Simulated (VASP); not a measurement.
Crystal: LiH.

```
Li H
1.0
     3.25482    0.00000    0.00000
    -1.62741    2.81876    0.00000
     0.00000    0.00000    4.06907
Li H
2 2
Cartesian
  0.0000 1.8792 1.0173
  1.6274 0.9396 3.0518
  1.6274 0.9396 1.0173
  0.0000 1.8792 3.0518
```

Base run:

```yaml
Program: VASP 6.6.1
Functional: HSE06
Potentials_or_basis: VASP PAW PBE potentials, release 64 (Li_sv, H)
Cutoff: 520 eV
k_mesh: 6 × 6 × 4
Occupations: gaussian, width 0.01 eV
Spin: no spin polarisation
```

Its results: band gap on the k mesh 2.74 eV (least direct gap 4.05 eV).

Q: The run is repeated on the same cell with these changes: functional from HSE06 to r2SCAN. What comes out?

A: Band gap on the k mesh 2.30 eV (least direct gap 3.61 eV).

A k mesh can miss the band edges.
